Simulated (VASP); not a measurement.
# V (Im-3m) in VASP: notebook

Runs on V. Level: r2SCAN+D3(BJ). Tasks: single point.

Everything below comes from runs of VASP 6.6.1. Logs are shortened: lines on timing, memory, paths and dates and some standing lists are left out, and cuts for length are marked.

## (1) The cell of the first run

The structure is cubic, space group Im-3m (No. 229). The conventional cell has a = 3.008 Å, b = 3.008 Å, c = 3.008 Å, α = 90.00°, β = 90.00°, γ = 90.00°. V (site symmetry m-3m) has 14 V at 2.61 to 3.01 Å within 3.4 Å.

## (2) Single point, r2SCAN+D3(BJ), collinear spin, ferromagnetic start

Input file POSCAR:

```
V
1.0
   -1.5041862709      1.5041862709      1.5041862709
    1.5041862709     -1.5041862709      1.5041862709
    1.5041862709      1.5041862709     -1.5041862709
V
1
Direct
    0.0000000000      0.0000000000      0.0000000000
```

Input file INCAR.step1:

```
  ALGO = Normal
  EDIFF = 1E-4
  ENCUT = 520
  GGA = PE
  ISMEAR = -1
  ISPIN = 2
  LASPH = True
  LCHARG = False
  LMAXMIX = 4
  LREAL = False
  LWAVE = True
  MAGMOM = 2
  NBANDS = 16
  NELM = 150
  PREC = Accurate
  SIGMA = 0.05
```

Input file INCAR.step2:

```
  ALGO = Normal
  EDIFF = 1E-7
  ENCUT = 520
  ISIF = 2
  ISMEAR = -1
  ISPIN = 2
  ISTART = 1
  IVDW = 12
  LASPH = True
  LCHARG = False
  LMAXMIX = 4
  LMIXTAU = True
  LORBIT = 11
  LREAL = False
  LWAVE = False
  MAGMOM = 2
  METAGGA = R2SCAN
  NBANDS = 16
  NELM = 150
  PREC = Accurate
  SIGMA = 0.05
  VDW_A1 = 0.49484001
  VDW_A2 = 5.73083694
  VDW_S6 = 1.0
  VDW_S8 = 0.78981345
```

Input file KPOINTS:

```
k-points
0
Gamma
  12 12 12
```

Potentials or basis: VASP PAW PBE potentials, release 64 (V_sv).

Started as:

```bash
cat potpaw_PBE.64/V_sv/POTCAR > POTCAR
cp INCAR.step1 INCAR
mpirun -np 1 vasp_std > vasp.out
cp INCAR.step2 INCAR
mpirun -np 1 vasp_std > vasp.out
```

OUTCAR:

```text
EDIFF = 1E-7
   ENCUT = 520
   ISIF = 2
   ISMEAR = -1
   ISPIN = 2
   ISTART = 1
   IVDW = 12
   LASPH = True
   LORBIT = 11
   LREAL = False
   METAGGA = R2SCAN
   NELM = 150
   PREC = Accurate
 IVDW          = 12

 ion  position               nearest neighbor table
   1  0.000  0.000  0.000-

  LATTYP: Found a body centered cubic cell.
 ALAT       =     3.0083725418

  Lattice vectors:

 A1 = (  -1.5041862709,   1.5041862709,   1.5041862709)
 A2 = (   1.5041862709,  -1.5041862709,   1.5041862709)
 A3 = (   1.5041862709,   1.5041862709,  -1.5041862709)

Analysis of symmetry for initial positions (statically):
=====================================================================
 Subroutine PRICEL returns:
 Original cell was already a primitive cell.

 Routine SETGRP: Setting up the symmetry group for a
 body centered cubic supercell.

 Subroutine GETGRP returns: Found 48 space group operations
 (whereof 48 operations were pure point group operations)
 out of a pool of 48 trial point group operations.

The static configuration has the point symmetry O_h .

Analysis of symmetry for dynamics (positions and initial velocities):
=====================================================================
 Subroutine PRICEL returns:
 Original cell was already a primitive cell.

 Routine SETGRP: Setting up the symmetry group for a
 body centered cubic supercell.

 Subroutine GETGRP returns: Found 48 space group operations
 (whereof 48 operations were pure point group operations)
 out of a pool of 48 trial point group operations.

The dynamic configuration has the point symmetry O_h .

Analysis of structural, dynamic, and magnetic symmetry:
=====================================================================
 Subroutine PRICEL returns:
 Original cell was already a primitive cell.

 Routine SETGRP: Setting up the symmetry group for a
 body centered cubic supercell.

 Subroutine GETGRP returns: Found 48 space group operations
 (whereof 48 operations were pure point group operations)
 out of a pool of 48 trial point group operations.

The overall configuration has the point symmetry O_h .

 Subroutine INISYM returns: Found 48 space group operations
 (whereof 48 operations are pure point group operations),
 and found     1 'primitive' translations

----------------------------------------------------------------------------------------

                                     Primitive cell

  volume of cell :      13.6133

  direct lattice vectors                    reciprocal lattice vectors
    -1.504186271  1.504186271  1.504186271     0.000000000  0.332405640  0.332405640
     1.504186271 -1.504186271  1.504186271     0.332405640  0.000000000  0.332405640
     1.504186271  1.504186271 -1.504186271     0.332405640  0.332405640  0.000000000

  length of vectors
     2.605327045  2.605327045  2.605327045     0.470092564  0.470092564  0.470092564

  position of ions in fractional coordinates (direct lattice)
     0.000000000  0.000000000  0.000000000

  ion indices of the primitive-cell ions
   primitive index   ion index
                 1           1

----------------------------------------------------------------------------------------

 KPOINTS: k-points

Automatic generation of k-mesh.
 Grid dimensions read from file:
 generate k-points for:   12   12   12

 Generating k-lattice:

  Cartesian coordinates                     Fractional coordinates (reciprocal lattice)
     0.000000000  0.027700470  0.027700470     0.083333333  0.000000000  0.000000000
     0.027700470  0.000000000  0.027700470     0.000000000  0.083333333  0.000000000
     0.027700470  0.027700470  0.000000000     0.000000000  0.000000000  0.083333333

  Length of vectors
     0.039174380  0.039174380  0.039174380

  Shift w.r.t. Gamma in fractional coordinates (k-lattice)
     0.000000000  0.000000000  0.000000000

 Subroutine IBZKPT returns following result:
 ===========================================

 Found     72 irreducible k-points:

 Following reciprocal coordinates:
            Coordinates               Weight
  0.000000  0.000000  0.000000      1.000000
  0.083333  0.000000  0.000000     12.000000
  0.166667  0.000000  0.000000     12.000000
  0.250000  0.000000  0.000000     12.000000
  0.333333  0.000000  0.000000     12.000000
  0.416667  0.000000  0.000000     12.000000
[... 16 lines left out ...]
  0.333333  0.083333  0.083333     24.000000
  0.416667  0.083333  0.083333     12.000000
 [... further k-points ...]
   k-points           NKPTS =     72   k-points in BZ     NKDIM =     72   number of bands    NBANDS=     16
   number of dos      NEDOS =    301   number of ions     NIONS =      1
   total plane-waves  NPLWV =   8000
   dimension x,y,z NGX =    20 NGY =   20 NGZ =   20
   dimension x,y,z NGXF=    40 NGYF=   40 NGZF=   40
   ions per type =               1
   NGX,Y,Z   is equivalent  to a cutoff of  12.76, 12.76, 12.76 a.u.
   NGXF,Y,Z  is equivalent  to a cutoff of  25.52, 25.52, 25.52 a.u.
 SYSTEM =  unknown system
   PREC   = accura    normal or accurate (medium, high low for compatibility)
   ISTART =      1    job   : 0-new  1-cont  2-samecut
   ICHARG =      0    charge: 1-file 2-atom 10-const
   ISPIN  =      2    spin polarized calculation?
   LNONCOLLINEAR =      F non collinear calculations
   LSORBIT =      F    spin-orbit coupling
   LASPH  =      T    aspherical Exc in radial PAW
   ENCUT  =  520.0 eV  38.22 Ry    6.18 a.u.   4.84  4.84  4.84*2*pi/ulx,y,z
   NELM   =    150;   NELMIN=  2; NELMDL=  0     # of ELM steps
   EDIFF  = 0.1E-06   stopping-criterion for ELM
   LREAL  =      F    real-space projection
   EDIFFG = 0.1E-05   stopping-criterion for IOM
   NSW    =      0    number of steps for IOM
   IBRION =     -1    ionic relax: 0-MD 1-quasi-New 2-CG
   NFREE  =      0    steps in history (QN), initial steepest desc. (CG)
   ISIF   =      2    stress and relaxation
   ISYM   =      2    0-nonsym 1-usesym 2-fastsym
   POTIM  = 0.5000    time-step for ionic-motion
   TEBEG  =    0.0;   TEEND  =   0.0 temperature during run
   PSTRESS=    0.0 pullay stress
   NELECT =      13.0000    total number of electrons
   NUPDOWN=      -1.0000    fix difference up-down
   EMIN   =  10.00;   EMAX   =-10.00  energy-range for DOS
   EFERMI =   0.00;   METHOD = LEGACY
   ISMEAR =    -1;   SIGMA  =   0.05  broadening in eV -4-tet -1-fermi 0-gaus
   EFERMI_NEDOS =   21; number of points for ismear=-14 and -15
   IALGO  =     38    algorithm
   IMIX   =      4    mixing-type and parameters
     AMIX     =   0.40;   BMIX     =  1.00
     AMIX_MAG =   1.60;   BMIX_MAG =  1.00
  volume/ion in A,a.u.               =      13.61        91.87
  Fermi-wavevector in a.u.,A,eV,Ry     =   1.612133  3.046491 35.361193  2.598974
  Thomas-Fermi vector in A             =   2.707412
   LORBIT       =     11    0 simple, 1 ext, 2 COOP (PROOUT), +10 PAW based schemes
   METAGGA = R2SCAN    functional components
   LHFCALC =     F    Hartree Fock is set to
   AEXX    =    0.0000 exact exchange contribution
   IVDW    =    12    specifies the selected vdW correction
   LEPSILON=     F    determine dielectric tensor
   LRPA    =     F    only Hartree local field effects (RPA)
 spin polarized calculation
  energy-cutoff  :      520.00
  volume of cell :       13.61
 maximum number of plane-waves:       380
   NGX =  9   NGY =  9   NGZ =  9

 number of electron      12.9999991 magnetization      -0.0002309

 number of electron      12.9999991 magnetization       0.0000571

 Free energy of the ion-electron system (eV)
  ---------------------------------------------------
  ext. energy  EPLUGINS =         0.00000000
  ---------------------------------------------------
  free energy    TOTEN  =       -14.12590478 eV

  energy without entropy =      -14.10952126  energy(sigma->0) =      -14.11771302

 E-fermi :   9.5293     XC(G=0): -14.0013

 val. band max:        9.5266340789   @ k =   0.2500   0.0000   0.0000
 cond. band min:       9.5421825604   @ k =  -0.4167   0.5000   0.1667
 fundamental gap:      0.0155484815
 Fermi energy:         9.5292800219

 spin component 1

 k-point     1 :       0.0000    0.0000    0.0000
  band No.  band energies     occupation
      1     -56.7989      1.00000
      2     -28.9670      1.00000
      3     -28.9669      1.00000
      4     -28.9669      1.00000
      5       2.4928      1.00000
      6      10.0128      0.00006
[... 8 lines left out ...]
     15      38.0528      0.00000
     16      42.3775      0.00000

 k-point     2 :       0.0833    0.0000    0.0000
  band No.  band energies     occupation
      1     -56.7858      1.00000
      2     -29.0304      1.00000
      3     -28.9861      1.00000
      4     -28.9674      1.00000
      5       2.7824      1.00000
      6       9.8897      0.00074
[... 8 lines left out ...]
     15      38.5913      0.00000
     16      40.1004      0.00000

 k-point     3 :       0.1667    0.0000    0.0000
  band No.  band energies     occupation
      1     -56.7498      1.00000
      2     -29.2015      1.00000
      3     -29.0382      1.00000
      4     -28.9687      1.00000
      5       3.5973      1.00000
      6       9.5669      0.32020
[... 8 lines left out ...]
     15      37.3105      0.00000
     16      37.9640      0.00000
[... 362 lines left out ...]
 k-point    23 :       0.3333    0.0833    0.0833
  band No.  band energies     occupation
      1     -56.6084      1.00000
      2     -29.7720      1.00000
      3     -29.2616      1.00000
      4     -29.0304      1.00000
      5       6.6651      1.00000
      6       8.3812      1.00000
[... 8 lines left out ...]
     15      39.7509      0.00000
     16      40.9481      0.00000

 k-point    24 :       0.4167    0.0833    0.0833
  band No.  band energies     occupation
      1     -56.5964      1.00000
      2     -29.8117      1.00000
      3     -29.2900      1.00000
      4     -29.0322      1.00000
      5       6.6938      1.00000
      6       8.3015      1.00000
[... 8 lines left out ...]
     15      40.0024      0.00000
     16      40.3079      0.00000

 [... further k-points ...]

 spin component 2

 k-point     1 :       0.0000    0.0000    0.0000
  band No.  band energies     occupation
      1     -56.7988      1.00000
      2     -28.9669      1.00000
      3     -28.9669      1.00000
      4     -28.9669      1.00000
      5       2.4929      1.00000
      6      10.0128      0.00006
[... 8 lines left out ...]
     15      38.0528      0.00000
     16      42.3776      0.00000

 k-point     2 :       0.0833    0.0000    0.0000
  band No.  band energies     occupation
      1     -56.7857      1.00000
      2     -29.0303      1.00000
      3     -28.9861      1.00000
      4     -28.9673      1.00000
      5       2.7825      1.00000
      6       9.8898      0.00074
[... 8 lines left out ...]
     15      38.5913      0.00000
     16      40.1005      0.00000

 k-point     3 :       0.1667    0.0000    0.0000
  band No.  band energies     occupation
      1     -56.7497      1.00000
      2     -29.2015      1.00000
      3     -29.0381      1.00000
      4     -28.9686      1.00000
      5       3.5974      1.00000
      6       9.5670      0.31985
[... 8 lines left out ...]
     15      37.3106      0.00000
     16      37.9641      0.00000
[... 362 lines left out ...]
 k-point    23 :       0.3333    0.0833    0.0833
  band No.  band energies     occupation
      1     -56.6083      1.00000
      2     -29.7719      1.00000
      3     -29.2615      1.00000
      4     -29.0304      1.00000
      5       6.6651      1.00000
      6       8.3813      1.00000
[... 8 lines left out ...]
     15      39.7509      0.00000
     16      40.9481      0.00000

 k-point    24 :       0.4167    0.0833    0.0833
  band No.  band energies     occupation
      1     -56.5963      1.00000
      2     -29.8117      1.00000
      3     -29.2900      1.00000
      4     -29.0322      1.00000
      5       6.6938      1.00000
      6       8.3015      1.00000
[... 8 lines left out ...]
     15      40.0025      0.00000
     16      40.3079      0.00000

 [... further k-points ...]

------------------------ aborting loop because EDIFF is reached ----------------------------------------

 Edisp (eV)   -0.31578

 E8    (eV) :    -0.1176

  FORCE on cell =-STRESS in cart. coord.  units (eV):
  Direction    XX          YY          ZZ          XY          YZ          ZX
  --------------------------------------------------------------------------------------
  -------------------------------------------------------------------------------------
  Total      -0.66584    -0.66584    -0.66584     0.00000     0.00000    -0.00000
  in kB     -78.36331   -78.36331   -78.36331     0.00000     0.00000    -0.00000
  external pressure =      -78.36 kB  Pullay stress =        0.00 kB

 VOLUME and BASIS-vectors are now :
 -----------------------------------------------------------------------------
  energy-cutoff  :      520.00
  volume of cell :       13.61
      direct lattice vectors                 reciprocal lattice vectors
    -1.504186271  1.504186271  1.504186271     0.000000000  0.332405640  0.332405640
     1.504186271 -1.504186271  1.504186271     0.332405640  0.000000000  0.332405640
     1.504186271  1.504186271 -1.504186271     0.332405640  0.332405640  0.000000000

 POSITION                                       TOTAL-FORCE (eV/Angst)
 -----------------------------------------------------------------------------------
      0.00000      0.00000      0.00000         0.000000      0.000000     -0.000000
 -----------------------------------------------------------------------------------
    total drift:                                0.000000     -0.000000      0.000000

  FREE ENERGIE OF THE ION-ELECTRON SYSTEM (eV)
  ---------------------------------------------------
  free  energy   TOTEN  =       -14.4416880444 eV

  energy  without entropy=      -14.4253045275  energy(sigma->0) =      -14.43349629

 total charge

# of ion       s       p       d       tot
------------------------------------------
    1        2.335   6.232   3.035  11.602

 magnetization (x)

# of ion       s       p       d       tot
------------------------------------------
    1        0.000   0.000   0.000   0.000
```

It took 58 s on 1 thread of Intel Xeon 6975P-C (Granite Rapids), shared host; peak memory 0.16 GiB.

Results:

```
Free energy                                           : -14.4417 eV
Pressure                                              : -7.8 GPa
Net moment                                            : 0.00 μB per cell
Valence electrons inside the program's atomic spheres : V 11.60
Dispersion energy per atom                            : -0.316 eV
```

Caveat: the cell stands under tension; the moments typed at the start vanished in this run; the PAW data sets were made with another functional, which shifts forces and pressure a little.

## (3) Single point, r2SCAN+D3(BJ), collinear spin, ferromagnetic start

This run uses another cell than the first one, of 13.89 Å³/atom.

Input file POSCAR:

```
V
1.0
   -1.5143500000      1.5143500000      1.5143500000
    1.5143500000     -1.5143500000      1.5143500000
    1.5143500000      1.5143500000     -1.5143500000
V
1
Direct
    0.0000000000      0.0000000000      0.0000000000
```

Input file INCAR.step1:

```
PREC     = Accurate       # precision mode
ENCUT    = 520            # plane-wave cutoff, eV
ISMEAR   = -1             # smearing method
SIGMA    = 0.05           # smearing width, eV
LREAL    = False          # projectors in reciprocal space
LASPH    = True           # aspherical terms in the spheres
NELM     = 150            # most SCF steps
ISPIN    = 2              # spin polarisation
MAGMOM   = 2              # initial moments
LMAXMIX  = 4              # l up to which the mixer works
NBANDS   = 16             # bands
GGA      = PE             # functional
ALGO     = Normal         # electronic algorithm
EDIFF    = 1E-4           # SCF threshold, eV
LWAVE    = True           # write WAVECAR
LCHARG   = False          # write CHGCAR
```

Input file INCAR.step2:

```
PREC     = Accurate       # precision mode
ENCUT    = 520            # plane-wave cutoff, eV
EDIFF    = 1E-7           # SCF threshold, eV
ISMEAR   = -1             # smearing method
SIGMA    = 0.05           # smearing width, eV
LREAL    = False          # projectors in reciprocal space
LASPH    = True           # aspherical terms in the spheres
NELM     = 150            # most SCF steps
ALGO     = Normal         # electronic algorithm
ISIF     = 2              # what is computed and relaxed
LWAVE    = False          # write WAVECAR
LCHARG   = True           # write CHGCAR
ISPIN    = 2              # spin polarisation
MAGMOM   = 2              # initial moments
LORBIT   = 11             # projections on sites
LMAXMIX  = 4              # l up to which the mixer works
METAGGA  = R2SCAN         # meta-GGA
LMIXTAU  = True         
IVDW     = 12             # dispersion correction
VDW_S6   = 1.0          
VDW_S8   = 0.78981345   
VDW_A1   = 0.49484001   
VDW_A2   = 5.73083694   
LELF     = True           # ELF
LVHAR    = True         
NBANDS   = 16             # bands
ISTART   = 1
```

Input file KPOINTS:

```
Automatic mesh
0
Gamma
  12 12 12
```

Potentials or basis: VASP PAW PBE potentials, release 64 (V_sv).

Started as:

```bash
cat potpaw_PBE.64/V_sv/POTCAR > POTCAR
cp INCAR.step1 INCAR
mpirun -np 1 vasp_std > vasp.out
cp INCAR.step2 INCAR
mpirun -np 1 vasp_std > vasp.out
```

It took 59 s on 1 thread of Intel Xeon 6975P-C (Granite Rapids), shared host; peak memory 0.15 GiB.

Results (log left out):

| Property | Result |
| --- | --- |
| Free energy | -14.4253 eV |
| Pressure | -11.1 GPa |
| Net moment | 0.00 μB per cell |
| Valence electrons inside the program's atomic spheres | V 11.57 |
| Dispersion energy per atom | -0.309 eV |

Levels at points of the mesh, in eV from the Fermi level:
Spin up:
```csv
k point,band 3,band 4,band 5,band 6,band 7,band 8,band 9,band 10
"(0.00, 0.00, 0.00)",-38.56,-38.56,-6.99,0.47,0.47,0.47,2.58,2.58
"(0.50, 0.00, 0.00)",-38.82,-38.56,-3.23,-1.09,1.40,2.55,2.94,4.12
"(0.50, 0.50, 0.50)",-39.14,-39.14,-2.96,-2.96,3.73,3.73,3.73,10.34
```
Spin down:
```csv
k point,band 3,band 4,band 5,band 6,band 7,band 8,band 9,band 10
"(0.00, 0.00, 0.00)",-38.56,-38.56,-6.99,0.47,0.47,0.47,2.58,2.58
"(0.50, 0.00, 0.00)",-38.82,-38.56,-3.23,-1.09,1.40,2.55,2.94,4.12
"(0.50, 0.50, 0.50)",-39.14,-39.14,-2.96,-2.96,3.73,3.73,3.73,10.34
```

Caveat: the cell stands under tension; the moments typed at the start vanished in this run; the PAW data sets were made with another functional, which shifts forces and pressure a little.
